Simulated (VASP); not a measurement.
# AlAs (F-43m) in VASP: a series of runs

AlAs is run at these levels: PBE; tasks: single point, relaxation of cell and atoms.

All numbers are computed with VASP 6.6.1; they aren't measurements. Logs are shortened: lines on timing, memory, paths and dates and some standing lists are left out, and cuts for length are marked.

## 1. The cell of the first run

Symmetry: F-43m, No. 216, cubic system. Conventional cell: a = 5.676 Å, b = 5.676 Å, c = 5.676 Å, α = 90.00°, β = 90.00°, γ = 90.00°. Within 3.2 Å of Al (site symmetry -43m) lie 4 As at 2.46 Å. Within 3.2 Å of As (site symmetry -43m) lie 4 Al at 2.46 Å.

## 2. Single point, PBE

File INCAR:

```
PREC     = Accurate       # precision mode
ENCUT    = 500            # plane-wave cutoff, eV
EDIFF    = 1E-6           # SCF threshold, eV
ISMEAR   = 0              # smearing method
SIGMA    = 0.1            # smearing width, eV
LREAL    = False          # projectors in reciprocal space
LASPH    = True           # aspherical terms in the spheres
NELM     = 120            # most SCF steps
ALGO     = Normal         # electronic algorithm
ISIF     = 2              # what is computed and relaxed
LWAVE    = False          # write WAVECAR
LCHARG   = False          # write CHGCAR
GGA      = PE             # functional
NBANDS   = 11             # bands
GGA_COMPAT= False
```

File KPOINTS:

```
Automatic mesh
0
Gamma
  6 6 6
```

File POSCAR:

```
AlAs
1.0
    0.0000000000      2.8379008800      2.8379008800
    2.8379008800      0.0000000000      2.8379008800
    2.8379008800      2.8379008800      0.0000000000
Al As
1 1
Direct
    0.0000000000      0.0000000000      0.0000000000
    0.7500000000      0.7500000000      0.7500000000
```

Potentials or basis: VASP PAW PBE potentials, release 64 (Al, As).

Launch:

```bash
$ cat potpaw_PBE.64/Al/POTCAR potpaw_PBE.64/As/POTCAR > POTCAR
$ mpirun -np 1 vasp_std > vasp.out
```

OUTCAR:

```text
PREC = Accurate
   ENCUT = 500
   EDIFF = 1E-6
   ISMEAR = 0
   LREAL = False
   LASPH = True
   NELM = 120
   ISIF = 2
   GGA = PE

 ion  position               nearest neighbor table
   1  0.000  0.000  0.000-   2 2.46   2 2.46   2 2.46   2 2.46
   2  0.750  0.750  0.750-   1 2.46   1 2.46   1 2.46   1 2.46

  LATTYP: Found a face centered cubic cell.
 ALAT       =     5.6758017600

  Lattice vectors:

 A1 = (   0.0000000000,   2.8379008800,   2.8379008800)
 A2 = (   2.8379008800,   0.0000000000,   2.8379008800)
 A3 = (   2.8379008800,   2.8379008800,   0.0000000000)

Analysis of symmetry for initial positions (statically):
=====================================================================
 Subroutine PRICEL returns:
 Original cell was already a primitive cell.

 Routine SETGRP: Setting up the symmetry group for a
 face centered cubic supercell.

 Subroutine GETGRP returns: Found 24 space group operations
 (whereof 24 operations were pure point group operations)
 out of a pool of 48 trial point group operations.

The static configuration has the point symmetry T_d .

Analysis of symmetry for dynamics (positions and initial velocities):
=====================================================================
 Subroutine PRICEL returns:
 Original cell was already a primitive cell.

 Routine SETGRP: Setting up the symmetry group for a
 face centered cubic supercell.

 Subroutine GETGRP returns: Found 24 space group operations
 (whereof 24 operations were pure point group operations)
 out of a pool of 48 trial point group operations.

The dynamic configuration has the point symmetry T_d .

 Subroutine INISYM returns: Found 24 space group operations
 (whereof 24 operations are pure point group operations),
 and found     1 'primitive' translations

----------------------------------------------------------------------------------------

                                     Primitive cell

  volume of cell :      45.7111

  direct lattice vectors                    reciprocal lattice vectors
     0.000000000  2.837900880  2.837900880    -0.176186562  0.176186562  0.176186562
     2.837900880  0.000000000  2.837900880     0.176186562 -0.176186562  0.176186562
     2.837900880  2.837900880  0.000000000     0.176186562  0.176186562 -0.176186562

  length of vectors
     4.013397913  4.013397913  4.013397913     0.305164077  0.305164077  0.305164077

  position of ions in fractional coordinates (direct lattice)
     0.000000000  0.000000000  0.000000000
     0.750000000  0.750000000  0.750000000

[... 76 lines left out ...]
   TEBEG  =    0.0;   TEEND  =   0.0 temperature during run
   PSTRESS=    0.0 pullay stress
   NELECT =       8.0000    total number of electrons
   NUPDOWN=      -1.0000    fix difference up-down
   EMIN   =  10.00;   EMAX   =-10.00  energy-range for DOS
   EFERMI =   0.00;   METHOD = LEGACY
   ISMEAR =     0;   SIGMA  =   0.10  broadening in eV -4-tet -1-fermi 0-gaus
   EFERMI_NEDOS =   21; number of points for ismear=-14 and -15
   IALGO  =     38    algorithm
   IMIX   =      4    mixing-type and parameters
     AMIX     =   0.40;   BMIX     =  1.00
     AMIX_MAG =   1.60;   BMIX_MAG =  1.00
  volume/ion in A,a.u.               =      22.86       154.24
  Fermi-wavevector in a.u.,A,eV,Ry     =   0.915723  1.730466 11.409154  0.838549
  Thomas-Fermi vector in A             =   2.040497
   LORBIT       =      0    0 simple, 1 ext, 2 COOP (PROOUT), +10 PAW based schemes
   GGA     = PE    functional components
   LHFCALC =     F    Hartree Fock is set to
   AEXX    =    0.0000 exact exchange contribution
   IVDW    =     0    specifies the selected vdW correction
   LEPSILON=     F    determine dielectric tensor
   LRPA    =     F    only Hartree local field effects (RPA)
 non-spin polarized calculation
 Gauss-broadening in eV      SIGMA  =   0.10
  energy-cutoff  :      500.00
  volume of cell :       45.71
 maximum number of plane-waves:      1211
 NGX is ok and might be reduce to    30
   NGX = 15   NGY = 15   NGZ = 15

 number of electron       8.0000000 magnetization

 Free energy of the ion-electron system (eV)
  ---------------------------------------------------
  ext. energy  EPLUGINS =         0.00000000
  ---------------------------------------------------
  free energy    TOTEN  =        -9.36848926 eV

  energy without entropy =       -9.36848926  energy(sigma->0) =       -9.36848926

 E-fermi :   4.2890     XC(G=0):  -9.0081

 val. band max:        3.8273936582   @ k =   0.0000   0.0000   0.0000
 cond. band min:       5.2725709091   @ k =   0.5000   0.5000   0.0000
 fundamental gap:      1.4451772508
 Fermi energy:         4.2889893373

 k-point     1 :       0.0000    0.0000    0.0000
  band No.  band energies     occupation
      1      -7.9931      2.00000
      2       3.8274      2.00000
      3       3.8274      2.00000
      4       3.8274      2.00000
      5       5.8244      0.00000
      6       8.0973      0.00000
      7       8.0973      0.00000
      8       8.0973      0.00000
      9      12.6531      0.00000
     10      12.8199      0.00000
     11      12.8199      0.00000
[... 197 lines left out ...]
 k-point    16 :      -0.3333    0.5000    0.1667
  band No.  band energies     occupation
      1      -6.0221      2.00000
      2      -1.3465      2.00000
      3       0.9165      2.00000
      4       1.1609      2.00000
      5       6.9965      0.00000
      6       7.9240      0.00000
      7      10.9170      0.00000
      8      11.6133      0.00000
      9      14.3649      0.00000
     10      16.0608      0.00000
     11      16.3414      0.00000

------------------------ aborting loop because EDIFF is reached ----------------------------------------

  FORCE on cell =-STRESS in cart. coord.  units (eV):
  Direction    XX          YY          ZZ          XY          YZ          ZX
  --------------------------------------------------------------------------------------
  -------------------------------------------------------------------------------------
  Total        0.6192390      0.6192390      0.6192390     -0.0000000      0.0000000      0.0000000
  in kB       21.7043713     21.7043713     21.7043713     -0.0000000      0.0000000      0.0000000
  external PRESSURE =      21.7043713 kB  Pullay stress =       0.0000000 kB

 VOLUME and BASIS-vectors are now :
 -----------------------------------------------------------------------------
  energy-cutoff  :      500.00
  volume of cell :       45.71
      direct lattice vectors                 reciprocal lattice vectors
     0.000000000  2.837900880  2.837900880    -0.176186562  0.176186562  0.176186562
     2.837900880  0.000000000  2.837900880     0.176186562 -0.176186562  0.176186562
     2.837900880  2.837900880  0.000000000     0.176186562  0.176186562 -0.176186562

 POSITION                                       TOTAL-FORCE (eV/Angst)
 -----------------------------------------------------------------------------------
      0.00000      0.00000      0.00000        -0.000000     -0.000000     -0.000000
      4.25685      4.25685      4.25685         0.000000      0.000000      0.000000
 -----------------------------------------------------------------------------------
    total drift:                                0.000000      0.000000      0.000000

  FREE ENERGIE OF THE ION-ELECTRON SYSTEM (eV)
  ---------------------------------------------------
  free  energy   TOTEN  =        -9.3684892574 eV

  energy  without entropy=       -9.3684892574  energy(sigma->0) =       -9.36848926
```

OSZICAR:

```text
N       E                     dE             d eps       ncg     rms          rms(c)
DAV:   1     0.132834448884E+02    0.13283E+02   -0.32010E+03   352   0.549E+02
DAV:   2    -0.877295299395E+01   -0.22056E+02   -0.21302E+02   460   0.843E+01
DAV:   3    -0.958680006948E+01   -0.81385E+00   -0.81304E+00   448   0.168E+01
DAV:   4    -0.959236468280E+01   -0.55646E-02   -0.55641E-02   408   0.163E+00
DAV:   5    -0.959245659106E+01   -0.91908E-04   -0.91907E-04   423   0.201E-01    0.321E+00
DAV:   6    -0.940090456731E+01    0.19155E+00   -0.33839E-01   385   0.210E+00    0.186E+00
DAV:   7    -0.936758655220E+01    0.33318E-01   -0.16935E-01   385   0.162E+00    0.680E-01
DAV:   8    -0.936823330364E+01   -0.64675E-03   -0.11349E-02   391   0.500E-01    0.109E-01
DAV:   9    -0.936834830921E+01   -0.11501E-03   -0.41203E-04   430   0.116E-01    0.617E-02
DAV:  10    -0.936848549686E+01   -0.13719E-03   -0.18397E-04   390   0.722E-02    0.700E-03
DAV:  11    -0.936848931538E+01   -0.38185E-05   -0.20356E-05   420   0.194E-02    0.594E-03
DAV:  12    -0.936848925742E+01    0.57960E-07   -0.20079E-06   403   0.688E-03
   1 F= -.93684893E+01 E0= -.93684893E+01  d E =-.437069E-12
```

stdout:

```text
POSCAR found type information on POSCAR AlAs
 POSCAR found :  2 types and       2 ions
 scaLAPACK will be used
 LDA part: xc-table for (Slater+PW92), standard interpolation
 POSCAR, INCAR and KPOINTS ok, starting setup
 FFT: planning ... GRIDC
 FFT: planning ... GRID_SOFT
 FFT: planning ... GRID
 WAVECAR not read
 entering main loop
```

Run time: 6.7 s. Hardware: 1 thread of Intel Xeon 6975P-C, shared host; peak memory 0.16 GiB.

Results:

```
Free energy            : -9.3685 eV
Pressure               : 2.2 GPa
Band gap on the k mesh : 1.45 eV, indirect (least direct gap 2.00 eV)
```

## 3. Single point, PBE

This run uses another cell than the first one, of 23.49 Å³/atom, 1.028 times its volume.

File INCAR:

```
ALGO = Normal
EDIFF = 1E-6
ENCUT = 500
GGA = PE
GGA_COMPAT = F
ISIF = 2
ISMEAR = 0
LASPH = T
LCHARG = F
LREAL = F
LWAVE = F
NBANDS = 11
NELM = 120
PREC = Accurate
SIGMA = 0.02
```

File KPOINTS:

```
k-points
0
Gamma
  8 8 8
```

File POSCAR:

```
AlAs
1.0
    0.0000000000      2.8639561855      2.8639561855
    2.8639561855      0.0000000000      2.8639561855
    2.8639561855      2.8639561855      0.0000000000
Al As
1 1
Direct
    0.0000000000      0.0000000000      0.0000000000
    0.7500000000      0.7500000000      0.7500000000
```

Potentials or basis: VASP PAW PBE potentials, release 64 (Al, As).

Launch:

```bash
$ cat potpaw_PBE.64/Al/POTCAR potpaw_PBE.64/As/POTCAR > POTCAR
$ mpirun -np 1 vasp_std > vasp.out
```

Run time: 9.4 s. Hardware: 1 thread of Intel Xeon 6975P-C, shared host; peak memory 0.17 GiB.

The run converged. Its results:

```yaml
Free_energy: -9.3880 eV
Pressure: 0.2 GPa
Band_gap_on_the_k_mesh: 1.49 eV, indirect (least direct gap 1.78 eV)
```

Levels at points of the mesh, in eV from the valence-band top:
| k point | band 2 | band 3 | band 4 | band 5 | band 6 | band 7 |
| --- | --- | --- | --- | --- | --- | --- |
| (0.00, 0.00, 0.00) | 0.00 | 0.00 | 0.00 | 1.78 | 4.23 | 4.23 |
| (0.50, 0.00, 0.00) | -5.42 | -0.80 | -0.80 | 2.01 | 4.65 | 4.65 |
| (0.50, 0.50, 0.00) | -5.31 | -2.10 | -2.10 | 1.49 | 2.29 | 10.06 |

A k mesh can miss the band edges. PBE gaps usually lie below the measured ones, often by a third to a half.

## 4. Relaxation of cell and atoms, PBE

File INCAR:

```
SYSTEM = AlAs
ALGO = Normal
EDIFF = 1E-7
EDIFFG = -0.01
ENCUT = 500
GGA = PE
GGA_COMPAT = .FALSE.
IBRION = 2
ISIF = 3
ISMEAR = 0
LASPH = .TRUE.
LCHARG = .FALSE.
LREAL = .FALSE.
LWAVE = .FALSE.
NELM = 120
NELMIN = 4
NSW = 100
PREC = Accurate
SIGMA = 0.02
```

File KPOINTS:

```
k-points
0
G
  8 8 8
  0 0 0
```

File POSCAR:

```
AlAs
1.0
    0.0000000000      2.8379008800      2.8379008800
    2.8379008800      0.0000000000      2.8379008800
    2.8379008800      2.8379008800      0.0000000000
Al As
1 1
Direct
    0.0000000000      0.0000000000      0.0000000000
    0.7500000000      0.7500000000      0.7500000000
```

Launch:

```bash
$ cat potpaw_PBE.64/Al/POTCAR potpaw_PBE.64/As/POTCAR > POTCAR
$ mpirun -np 1 vasp_std > vasp.out
```

Run time: 17 s. Hardware: 1 thread of Intel Xeon 6975P-C, shared host; peak memory 0.17 GiB.

The run converged. Its results:

```
Free energy                            : -9.3880 eV
Relaxed volume                         : 23.55 Å³/atom
Relaxed cell                           : a = 4.054 Å, b = 4.054 Å, c = 4.054 Å, α = 60.00°, β = 60.00°, γ = 60.00°
Space group after relaxing (to 0.05 Å) : F-43m (No. 216)
Energy gained by relaxing              : 4.5 meV/atom
Ionic steps                            : 3
Pressure after relaxing                : 0.0 GPa
Band gap on the k mesh                 : 1.50 eV, indirect (least direct gap 1.76 eV)
```

The path:
```csv
step,energy change (eV),largest force (eV/Å),pressure (GPa),volume (Å³)
1,0.0000,0.0000,2.15,45.71
2,-0.0071,0.0000,-0.92,47.77
3,-0.0091,0.0000,0.01,47.10
```

Final structure:
```
CELL_PARAMETERS angstrom
0.00000 2.86630 2.86630
2.86630 0.00000 2.86630
2.86630 2.86630 0.00000
ATOMIC_POSITIONS crystal
Al 0.00000 0.00000 0.00000
As 0.75000 0.75000 0.75000
```

Levels at points of the mesh, in eV from the valence-band top:
| k point | band 2 | band 3 | band 4 | band 5 | band 6 | band 7 |
| --- | --- | --- | --- | --- | --- | --- |
| (0.00, 0.00, 0.00) | 0.00 | 0.00 | 0.00 | 1.76 | 4.22 | 4.22 |
| (0.50, 0.00, 0.00) | -5.41 | -0.80 | -0.80 | 2.00 | 4.65 | 4.65 |
| (0.50, 0.50, 0.00) | -5.30 | -2.09 | -2.09 | 1.50 | 2.29 | 10.04 |

## 5. The runs side by side

| task | cell | k mesh | smearing | gap on the mesh (eV) | pressure (GPa) |
| --- | --- | --- | --- | --- | --- |
| single point | a = 4.013 Å, angles 60.0°, 2 atoms | 6 × 6 × 6 | gaussian 0.1 eV | 1.45 | 2.2 |
| single point | a = 4.050 Å, angles 60.0°, 2 atoms | 8 × 8 × 8 | gaussian 0.02 eV | 1.49 | 0.2 |
| relaxation of cell and atoms | relaxed from a = 4.013 Å, angles 60.0°, 2 atoms | 8 × 8 × 8 | gaussian 0.02 eV | 1.50 | 0.0 |

Alike in all rows: level PBE; potentials or basis VASP PAW PBE potentials, release 64 (Al, As); no spin polarisation; cutoff (eV) 500.

Total energies depend on the potentials used, so only differences within one code and one set of settings carry meaning.
